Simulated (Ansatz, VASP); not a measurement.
**InPd: VASP beside Ansatz**

File POSCAR:

```
InPd
1.0
    3.2718847800      0.0000000000      0.0000000000
    0.0000000000      3.2718847800      0.0000000000
    0.0000000000      0.0000000000      3.2718847800
In Pd
1 1
Direct
    0.0000000000      0.0000000000      0.0000000000
    0.5000000000      0.5000000000      0.5000000000
```

INCAR.step1

```
ALGO = Normal ; EDIFF = 1E-5
ENCUT = 520 ; GGA = PE
ISIF = 2 ; ISMEAR = -1
LASPH = T ; LCHARG = F
LREAL = F ; LWAVE = T
NBANDS = 18 ; NELM = 100
PREC = Accurate ; SIGMA = 0.05
```

The input INCAR.step2:

```
AEXX = 0.25 ; ALGO = Normal
EDIFF = 1E-7 ; ENCUT = 520
ISIF = 2 ; ISMEAR = -1
ISTART = 1 ; LASPH = T
LCHARG = F ; LHFCALC = T
LMIXTAU = T ; LREAL = F
LWAVE = F ; METAGGA = R2SCAN
NBANDS = 18 ; NELM = 100
PREC = Accurate ; PRECFOCK = Normal
SIGMA = 0.05
```

File KPOINTS:

```
k-points
0
Gamma
  4 4 4
```

The input input:

```
crystal:
  lattice:
    - [3.27188478, 0.0, 0.0]
    - [0.0, 3.27188478, 0.0]
    - [0.0, 0.0, 3.27188478]
  atoms:
    - { symbol: In, position: [0.0, 0.0, 0.0] }
    - { symbol: Pd, position: [0.5, 0.5, 0.5] }
hamiltonian:
  xc: r2scan0
  pseudopotentials: { kind: paw }
kpoints:
  mp_grid: { grid: [4, 4, 4] }
scf:
  occupations: { method: fermi_dirac, width: 0.05 }
output:
  forces: true
  stress: true
  eigenvalues: true
```

Alike in both runs: task single point; functional r2SCAN0; k mesh 4 × 4 × 4; occupations fermi-dirac, width 0.05 eV; no spin polarisation.

|  | VASP | Ansatz |
| --- | --- | --- |
| version | VASP 6.6.1 | Ansatz 0.2.0 |
| potentials or method | VASP PAW PBE potentials, release 64 (In_d, Pd) | Ansatz PAW |
| plane-wave cutoff (eV) | 520 | 500 |
| valence electrons in the cell | 23 | 31 |

VASP gave:

| Item | Value |
| --- | --- |
| gap on the k mesh at the Fermi level (eV) | none |
| pressure (GPa) | -2.9 |

Q: What did Ansatz give for the same quantities?

A: gap on the k mesh at the Fermi level (eV): none; pressure (GPa): -3.4.

VASP's potentials were made for PBE, not for r2SCAN0. A gap of «none» marks a metal or a gap that the smearing closes. VASP's potentials hold 23 valence electrons a cell and Ansatz's 31, so a difference there can come from the potentials and not from the codes.

The k mesh is coarse, so the values compare programs but aren't converged.
